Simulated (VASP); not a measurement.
Runs of VASP 6.6.1 on Fe. The structure is that of space group Im-3m (No. 229), or close to it. The cells are those of the table. 

```tsv
spin	cell	k mesh	gap on the mesh (eV)	pressure (GPa)	moment (μB)
collinear, ferromagnetic start	a = 2.542 Å, angles 109.5°, 1 atom	25 × 25 × 25	none	-7.3	(c)
collinear, ferromagnetic start	a = 2.573 Å, angles 109.5°, 1 atom	25 × 25 × 25	none	-10.7	2.59
collinear, ferromagnetic start	a = 2.510 Å, angles 109.5°, 1 atom	25 × 25 × 25	none	(a)	2.36
non-collinear, typed start, SOC	a = 2.477 Å, angles 109.5°, 1 atom	15 × 15 × 15	-	(b)	2.24
```

Alike in all rows: task single point; level RPBE; potentials or basis VASP PAW PBE potentials, release 64 (Fe); cutoff (eV) 520; smearing fermi-dirac 0.05 eV.

Task: Fill in the values left out.

Result: (a) -4.9; (b) 0.0; (c) 2.52.

Caveats: the PAW data sets were made with another functional, which shifts forces and pressure a little.

A gap of «none» marks levels without a gap at the run's occupations.
